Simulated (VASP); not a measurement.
Set up this calculation in VASP 6.6.1, as the native input.

```
Task                   : electric field gradients
Functional             : PBE
Potentials or basis    : VASP PAW PBE potentials, release 64 (Re)
Cutoff                 : 520 eV
k mesh                 : 14 × 14 × 14
Occupations            : fermi-dirac, width 0.05 eV
Spin                   : no spin polarisation
Dipole correction      : no
Further INCAR settings : ALGO = Normal; EDIFF = 1e-08; NBANDS = 10
```

The structure of Re lies in POSCAR:

```
Re
1.0
    0.0000000000      1.9750000000      1.9750000000
    1.9750000000      0.0000000000      1.9750000000
    1.9750000000      1.9750000000      0.0000000000
Re
1
Direct
    0.0000000000      0.0000000000      0.0000000000
```

These files were run (other wordings do the same):

INCAR

```
SYSTEM = Re
PREC = Accurate ; ENCUT = 520
EDIFF = 1E-8 ; ISMEAR = -1
SIGMA = 0.05 ; LREAL = .False.
LASPH = .True. ; NELM = 100
ALGO = Normal ; ISIF = 2
LWAVE = .False. ; LCHARG = .False.
GGA = PE ; LEFG = .True.
NBANDS = 10
```

KPOINTS

```
Automatic mesh
0
Gamma
  14 14 14
  0 0 0
```

Potentials or basis: VASP PAW PBE potentials, release 64 (Re).

Command:

```sh
$ cat potpaw_PBE.64/Re/POTCAR > POTCAR
$ mpirun -np 1 vasp_std > vasp.out
```

It gave:

| Item | Value |
| --- | --- |
| Pressure | -9.8 GPa |

Caveat: without QUAD_EFG the Cq values of the log hold for a quadrupole moment of 1 mb, not for the nuclei.

Wall time 7.6 s on 1 thread of Intel(R) Xeon(R) 6975P-C (Granite Rapids), with other jobs on the host, peak memory 0.15 GiB.
